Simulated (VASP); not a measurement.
Runs of VASP 6.6.1 on ScAl3. The structure is that of space group Pm-3m (No. 221), or close to it. The cells are those of the table. 

```csv
task,cell,k mesh,cutoff (eV),gap on the mesh (eV),pressure (GPa)
single point,"a = 4.203 Å, 4 atoms",10 × 10 × 10,520,none,-7.1
single point,"a = 3.945 Å, 4 atoms",10 × 10 × 10,520,none,(a)
relaxation of cell and atoms,"relaxed to 15 GPa from a = 3.898 Å, 4 atoms",12 × 12 × 12,600,none,15.0
single point,"a = 4.088 Å, 4 atoms",10 × 10 × 10,520,none,-1.0
single point,"a = 3.901 Å, 4 atoms",10 × 10 × 10,520,none,15.3
relaxation of cell and atoms,"relaxed to 60 GPa from a = 3.692 Å, 4 atoms",12 × 12 × 12,600,none,60.0
relaxation of cell and atoms,"relaxed to 30 GPa from a = 3.801 Å, 4 atoms",12 × 12 × 12,600,none,30.0
```

Alike in all rows: level PBEsol; potentials or basis VASP PAW PBE potentials, release 64 (Sc_sv, Al); no spin polarisation; smearing gaussian 0.1 eV.

Q: Fill in the values left out.

A: (a) 10.6.

Caveats: the PAW data sets were made with another functional, which shifts forces and pressure a little; the cell is relaxed towards a set pressure, so the run minimises the enthalpy, not the energy (at least some runs); the cell stands under pressure (at least some runs); the cell stands under tension (at least some runs).

A gap of «none» marks levels without a gap at the run's occupations.
